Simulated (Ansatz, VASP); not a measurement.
## Two plane-wave programs on NaH

The input INCAR:

```
SYSTEM = NaH
PREC = Accurate ; ENCUT = 500
EDIFF = 1E-6 ; ISMEAR = 0
SIGMA = 0.01 ; LREAL = .False.
LASPH = .True. ; NELM = 120
ALGO = Normal ; ISIF = 2
LWAVE = .False. ; LCHARG = .True.
GGA = PE ; LELF = .True.
LVHAR = .True. ; NBANDS = 16
GGA_COMPAT = .False.
```

File KPOINTS:

```
regular mesh
0
Gamma
  6 6 6
  0 0 0
```

The input POSCAR:

```
NaH
1.0
    3.9532815480      0.0000000000      0.0000000000
   -1.9766407740      3.4236422489      0.0000000000
    0.0000000000      0.0000000000      4.8282923038
Na H
2 2
Direct
    0.3333333333      0.6666666667     -0.0624996820
    0.6666666667      0.3333333333      0.4375003180
    0.3333333333      0.6666666667      0.4374996820
    0.6666666667      0.3333333333      0.9374996820
```

Input for Ansatz:

```yaml
crystal:
  lattice:
    - [3.953281548, 0.0, 0.0]
    - [-1.976640774, 3.4236422489, 0.0]
    - [0.0, 0.0, 4.8282923038]
  atoms:
    - { symbol: Na, position: [0.3333333333, 0.6666666667, -0.062499682] }
    - { symbol: Na, position: [0.6666666667, 0.3333333333, 0.437500318] }
    - { symbol: H, position: [0.3333333333, 0.6666666667, 0.437499682] }
    - { symbol: H, position: [0.6666666667, 0.3333333333, 0.937499682] }
kpoints:
  mp_grid: { grid: [6, 6, 6] }
hamiltonian:
  xc: pbe
scf:
  occupations: { method: fixed }
output:
  optics:
    e_range: [0, 6]
    de: 0.05
    sigma: 0.25
    scissors: 1.5
    scheme: fermi_dirac
    bands: scf
```

Alike in both runs: task single point; functional PBE; k mesh 6 × 6 × 6; no spin polarisation.

```csv
,VASP,Ansatz
version,VASP 6.6.1,Ansatz 0.2.0
potentials or method,"VASP PAW PBE potentials, release 64 (Na_pv, H)","plane waves, PAW"
plane-wave cutoff (eV),500,420
occupations,"gaussian, width 0.01 eV",fixed
valence electrons in the cell,16,20
```

|  | VASP | Ansatz | Ansatz less VASP |
| --- | --- | --- | --- |
| gap on the k mesh at the Fermi level (eV) | 3.33 | 3.33 | -0.001 |

VASP's potentials hold 16 valence electrons a cell and Ansatz's 20, so a difference there can come from the potentials and not from the codes. Ansatz's warnings: structure snapped to symmetry.
